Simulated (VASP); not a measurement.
Ba8Hf5Zr3O24:

```
Ba Zr Hf O
1.0
     8.33296    0.00000    0.00000
     0.00000    8.33296    0.00000
     0.00000    0.00000    8.33296
Ba Zr Hf O
8 3 5 24
Cartesian
  8.3285 0.0153 8.3015
  8.3294 0.0105 4.1789
  0.0152 4.1728 0.0239
  8.3059 4.1720 4.1570
  4.1280 8.3130 8.2843
  4.1553 0.0056 4.1693
  4.1982 4.1305 0.0355
  4.1711 4.1611 4.1754
  2.1175 2.0562 2.0767
  2.0731 6.2474 6.2669
  6.2467 2.0725 6.2259
  2.1059 2.0743 6.2373
  2.0759 6.2456 2.0935
  6.2636 2.0743 2.0431
  6.2638 6.2676 2.0859
  6.2421 6.2585 6.2453
  2.1093 2.0571 8.3120
  2.1029 2.1135 4.1676
  2.0854 6.2459 0.0370
  2.0949 6.2321 4.1694
  6.2298 2.0863 0.0311
  6.2566 2.0607 4.1486
  6.2446 6.2446 0.0003
  6.2483 6.2612 4.1984
  8.3255 2.0680 2.0929
  8.3202 2.0821 6.2687
  8.3052 6.2598 2.0738
  0.0084 6.2374 6.2810
  4.1710 2.0939 2.0736
  4.1538 2.0638 6.2538
  4.1911 6.2526 2.0679
  4.1678 6.2619 6.2417
  2.0828 0.0054 2.0807
  2.1078 8.3317 6.2487
  2.1097 4.1673 2.0830
  2.0773 4.1651 6.2449
  6.2464 0.0029 2.0944
  6.2770 0.0012 6.2880
  6.2126 4.1734 2.0908
  6.2695 4.1625 6.1891
```

* Program: VASP 6.6.1
* Task: relaxation of volume and atoms at fixed shape
* Functional: PBEsol
* Potentials or basis: VASP PAW PBE potentials, release 64 (Ba_sv, Zr_sv, Hf_pv, O)
* Cutoff: 700 eV
* k mesh: 1 × 1 × 1, shifted
* Occupations: fermi-dirac, width 0.05 eV
* Spin: no spin polarisation

At the start: pressure 0.2 GPa; volume 14.47 Å³/atom.

Question: How do energy, volume and symmetry change on relaxing?

Answer: Over 12 steps the energy falls by 4.4 meV/atom; space group P1 (No. 1, to 0.1 Å) before, Pm-3m (No. 221, to 0.1 Å).

Step by step:
```csv
step,energy change (eV),largest force (eV/Å),pressure (GPa),volume (Å³)
1,0.0000,0.7536,0.17,578.63
2,-0.1091,0.5221,-0.30,579.91
3,-0.1216,0.3552,-0.22,579.59
4,-0.1540,0.1534,0.15,578.23
5,-0.1559,0.1621,0.28,577.81
6,-0.1673,0.1211,-0.22,579.46
7,-0.1681,0.1155,-0.39,580.01
8,-0.1744,0.0570,0.09,578.35
9,-0.1744,0.0576,0.08,578.41
10,-0.1758,0.0423,-0.01,578.69
11,-0.1759,0.0520,-0.04,578.78
12,-0.1770,0.0236,-0.01,578.70
```

Final structure:
```cif
data_structure
_symmetry_space_group_name_H-M 'P 1'
_symmetry_Int_Tables_number 1
_cell_length_a 8.3333
_cell_length_b 8.3333
_cell_length_c 8.3333
_cell_angle_alpha 90.000
_cell_angle_beta 90.000
_cell_angle_gamma 90.000
_cell_volume 578.70
loop_
_atom_site_label
_atom_site_type_symbol
_atom_site_fract_x
_atom_site_fract_y
_atom_site_fract_z
_atom_site_occupancy
Ba1 Ba 0.99974 0.99941 0.99992 1
Ba2 Ba 0.99976 0.99948 0.49962 1
Ba3 Ba 0.00022 0.50020 0.00034 1
Ba4 Ba 0.99974 0.49999 0.49974 1
Ba5 Ba 0.50030 0.99940 0.00009 1
Ba6 Ba 0.50032 0.99937 0.49950 1
Ba7 Ba 0.50052 0.49984 0.00057 1
Ba8 Ba 0.50048 0.49996 0.49978 1
Zr1 Zr 0.25015 0.24979 0.25001 1
Zr2 Zr 0.25023 0.74961 0.74995 1
Zr3 Zr 0.75045 0.24978 0.74999 1
Hf1 Hf 0.25041 0.24964 0.75005 1
Hf2 Hf 0.25005 0.74980 0.25003 1
Hf3 Hf 0.75018 0.24981 0.24999 1
Hf4 Hf 0.75006 0.74978 0.24998 1
Hf5 Hf 0.75028 0.74978 0.75003 1
O1 O 0.25094 0.24866 0.99882 1
O2 O 0.25030 0.25066 0.50117 1
O3 O 0.25033 0.75062 0.00149 1
O4 O 0.24980 0.74847 0.49872 1
O5 O 0.75014 0.25166 0.00141 1
O6 O 0.75083 0.24811 0.49861 1
O7 O 0.74987 0.74797 0.00028 1
O8 O 0.75062 0.75165 0.49994 1
O9 O 0.99889 0.25043 0.24954 1
O10 O 0.00161 0.24965 0.75021 1
O11 O 0.99997 0.74938 0.25005 1
O12 O 0.99906 0.74956 0.75081 1
O13 O 0.50154 0.24971 0.25022 1
O14 O 0.49928 0.24943 0.74954 1
O15 O 0.50036 0.75012 0.25060 1
O16 O 0.50168 0.75007 0.75019 1
O17 O 0.25010 0.99844 0.25131 1
O18 O 0.25011 0.00073 0.74918 1
O19 O 0.25045 0.50114 0.24883 1
O20 O 0.25058 0.49848 0.75110 1
O21 O 0.75053 0.99961 0.24832 1
O22 O 0.75111 0.99837 0.75173 1
O23 O 0.74984 0.50007 0.25187 1
O24 O 0.75033 0.50115 0.74788 1
```

Caveat: the PAW data sets were made with another functional, which shifts forces and pressure a little.
